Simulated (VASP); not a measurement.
Write the native input for VASP 6.6.1 that does the following.

| Item | Value |
| --- | --- |
| Task | single point |
| Functional | PBE |
| Dispersion | D3(BJ) |
| Potentials or basis | VASP PAW PBE potentials, release 64 (C_h, O_h, H_h) |
| Cutoff | 1000 eV |
| k mesh | 1 × 1 × 1 |
| Occupations | fermi-dirac, width 0.05 eV |
| Spin | no spin polarisation |
| Dipole correction | no |
| Further INCAR settings | LREAL = Auto; ALGO = Normal; EDIFF = 1e-06; NBANDS = 66 |

The structure of H4CO lies in POSCAR:

```
H4CO
1.0
    7.3803230000      0.0000000000      0.0000000000
    0.0000000000      7.3803230000      0.0000000000
    0.0000000000      0.0000000000      7.3803230000
C O H
6 6 24
Direct
    0.1405027812      0.6128183262      0.4355773088
    0.7390816272      0.5108717178      0.7172139275
    0.7525228555      0.2896609500      0.2060113757
    0.2048740387      0.2207710559      0.6645024736
    0.5218160380      0.8516668937      0.2052077893
    0.0164536343      0.8964008987      0.9667065485
    0.0957177422      0.7796930336      0.5239010052
    0.6391551069      0.3480182474      0.6846800969
    0.6109979092      0.3558326238      0.3205462742
    0.2779716207      0.3541175114      0.7815283146
    0.6426681432      0.7141591609      0.2692365583
   -0.0645595879      0.7396377813      1.0505604395
    0.0377161978      0.5138371871      0.4765479458
    0.1901733693      0.8671066653      0.4950817300
    0.1357246921      0.6275123433      0.2871384693
    0.2735820181      0.5620205375      0.4797571422
    0.6744205476      0.5859176021      0.8290025765
    0.6312629679      0.3354177763      0.5499245863
    0.8813998664      0.4789182189      0.7539620907
    0.7407496225      0.5982120933      0.5962697162
    0.7892798179      0.1526208604      0.2507461210
    0.6016085529      0.4886756325      0.2960876200
    0.7067845542      0.2826512440      0.0636262655
    0.8745939173      0.3754787894      0.2144046949
    0.0570722527      0.2169729648      0.6834238301
    0.4099878165      0.3588379680      0.7559307251
    0.2316439829      0.2510502473      0.5202610464
    0.2594011946      0.0843968617      0.6948032804
    0.3819126579      0.8070712486      0.2262418157
    0.7588597806      0.7298856060      0.2028083499
    0.5440550481      0.9800746414      0.2788447854
    0.5406286266      0.8755782780      0.0590143172
    0.1359313866      0.9369360276      1.0461625855
   -0.0738817278      0.6458735782      0.9588200908
    0.0573786861      0.8651657280      0.8274515015
   -0.0814343378      1.0091209997      0.9643224016
```

These files were run (other wordings do the same):

INCAR

```
SYSTEM = H4CO
PREC = Accurate
ENCUT = 1000
EDIFF = 1E-6
ISMEAR = -1
SIGMA = 0.05
LREAL = Auto
LASPH = .TRUE.
NELM = 120
ALGO = Normal
ISIF = 2
LWAVE = .FALSE.
LCHARG = .TRUE.
GGA = PE
IVDW = 12
LELF = .TRUE.
LVHAR = .TRUE.
NBANDS = 66
GGA_COMPAT = .FALSE.
```

KPOINTS

```
Automatic mesh
0
G
  1 1 1
  0 0 0
```

Potentials or basis: VASP PAW PBE potentials, release 64 (C_h, O_h, H_h).

The run is started by

```bash
$ cat potpaw_PBE.64/C_h/POTCAR potpaw_PBE.64/O_h/POTCAR potpaw_PBE.64/H_h/POTCAR > POTCAR
$ mpirun -np 1 vasp_gam > vasp.out
```

Results of the run:

```
Pressure                   : -0.4 GPa
Largest force              : 0.143 eV/Å
Band gap on the k mesh     : 4.67 eV
Dispersion energy per atom : -0.034 eV
```

Caveat: the k points lie up to 0.85 Å⁻¹ apart.

Wall time 3.3 min on 1 thread of Intel(R) Xeon(R) Platinum 8488C (Sapphire Rapids), on a shared host, peak memory 0.88 GiB.
